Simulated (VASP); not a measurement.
# SnTe: relaxation of cell and atoms with LDA

The system is SnTe.

```
CELL_PARAMETERS angstrom
0.00000 3.15085 3.15085
3.15085 0.00000 3.15085
3.15085 3.15085 0.00000
ATOMIC_POSITIONS crystal
Te 0.50000 0.50000 0.50000
Sn 0.00000 0.00000 0.00000
```

```json
{
  "Program": "VASP 6.6.1",
  "Task": "relaxation of cell and atoms",
  "Functional": "LDA",
  "Potentials or basis": "VASP PAW LDA potentials, release 64 (Te, Sn_d)",
  "Cutoff": "600 eV",
  "k mesh": "7 × 7 × 7",
  "Occupations": "fermi-dirac, width 0.05 eV",
  "Spin": "no spin polarisation",
  "Dipole correction": "no",
  "Further INCAR settings": "ALGO = Normal; EDIFF = 1e-06; IBRION = 2; EDIFFG = -0.01; NSW = 60; ISIF = 3"
}
```

| Quantity | Value |
| --- | --- |
| Relaxed volume | 30.30 Å³/atom |
| Relaxed cell | a = 4.409 Å, b = 4.409 Å, c = 4.409 Å, α = 60.00°, β = 60.00°, γ = 60.00° |
| Space group after relaxing (to 0.1 Å) | Fm-3m (No. 225) |
| Energy gained by relaxing | 4.7 meV/atom |
| Ionic steps | 3 |
| Pressure after relaxing | 0.0 GPa |

Step by step:
| step | energy change (eV) | largest force (eV/Å) | pressure (GPa) | volume (Å³) |
| --- | --- | --- | --- | --- |
| 1 | 0.0000 | 0.0000 | -1.52 | 62.56 |
| 2 | -0.0082 | 0.0000 | 0.58 | 59.92 |
| 3 | -0.0094 | 0.0000 | 0.00 | 60.61 |

Final structure:
```xyz
2
Lattice="0.0000 3.1176 3.1176 3.1176 0.0000 3.1176 3.1176 3.1176 0.0000" Properties=species:S:1:pos:R:3 pbc="T T T"
Te    3.1176    3.1176    3.1176
Sn    0.0000    0.0000    0.0000
```

Levels at points of the mesh, in eV from the Fermi level:
```tsv
k point	band 6	band 7	band 8	band 9	band 10	band 11	band 12	band 13	band 14
(0.00, 0.00, 0.00)	-13.10	-4.70	-2.25	-2.25	-2.25	3.32	3.32	3.32	4.68
```

It took 58 s on 1 thread of Intel Xeon 8259CL, with other jobs on the host, peak memory 0.19 GiB.

Caveat: this odd mesh misses L, so gap, dielectric constants and Born charges aren't listed; spin-orbit coupling is left out, which moves the levels of the heavy elements. LDA usually gives volumes a few per cent too small.
